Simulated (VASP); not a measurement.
Wanted: the native input for a VASP 6.6.1 run.

| Item | Value |
| --- | --- |
| Task | relaxation of cell and atoms |
| Functional | PBE |
| Potentials or basis | VASP PAW PBE potentials, release 64 (Cu, O) |
| Cutoff | 600 eV |
| k mesh | 22 × 22 × 22 |
| Occupations | gaussian, width 0.1 eV |
| Spin | no spin polarisation |
| Dipole correction | no |
| Further INCAR settings | ALGO = Normal; EDIFF = 1e-06; IBRION = 2; EDIFFG = -0.01; NSW = 100; ISIF = 3 |

The structure of CuO lies in POSCAR:

```
CuO
1.0
    0.0000000000      2.1215464225      2.1215464225
    2.1215464225      0.0000000000      2.1215464225
    2.1215464225      2.1215464225      0.0000000000
Cu O
1 1
Direct
    0.5000000000      0.5000000000      0.5000000000
    0.0000000000      0.0000000000      0.0000000000
```

These files were run (other wordings do the same):

INCAR

```
SYSTEM = CuO
ALGO     = Normal         ! electronic algorithm
EDIFF    = 1E-6           ! SCF threshold, eV
EDIFFG   = -0.01          ! ionic threshold
ENCUT    = 600            ! plane-wave cutoff, eV
GGA      = PE             ! functional
IBRION   = 2              ! ionic algorithm
ISIF     = 3              ! what is computed and relaxed
ISMEAR   = 0              ! smearing method
LASPH    = .True.         ! aspherical terms in the spheres
LCHARG   = .False.        ! write CHGCAR
LREAL    = .False.        ! projectors in reciprocal space
LWAVE    = .False.        ! write WAVECAR
NELM     = 80             ! most SCF steps
NSW      = 100            ! ionic steps
PREC     = Accurate       ! precision mode
SIGMA    = 0.1            ! smearing width, eV
```

KPOINTS

```
k-points
0
Gamma
  22 22 22
  0 0 0
```

Potentials or basis: VASP PAW PBE potentials, release 64 (Cu, O).

Command:

```sh
$ cat potpaw_PBE.64/Cu/POTCAR potpaw_PBE.64/O/POTCAR > POTCAR
$ mpirun -np 1 vasp_std > vasp.out
```

It gave:

```yaml
Relaxed_volume: 9.56 Å³/atom
Relaxed_cell: a = 3.002 Å, b = 3.002 Å, c = 3.002 Å, α = 60.00°, β = 60.00°, γ = 60.00°
Space_group_after_relaxing_to_0.1_Å: Fm-3m (No. 225)
Energy_gained_by_relaxing: 0.0 meV/atom
Ionic_steps: 3
Pressure_after_relaxing: -0.1 GPa
Band_gap_on_the_k_mesh: zero (an odd number of electrons rules out a gap without spin polarisation)
```

Caveat: an odd number of electrons without spin polarisation forces a metal; a magnetic or distorted state may lie lower; semilocal functionals often make such compounds metallic where correlation or magnetic order opens a gap, which also shifts bond lengths.

Wall time 50 s on 1 thread of Intel(R) Xeon(R) 6975P-C (Granite Rapids) (shared host), peak memory 0.22 GiB.
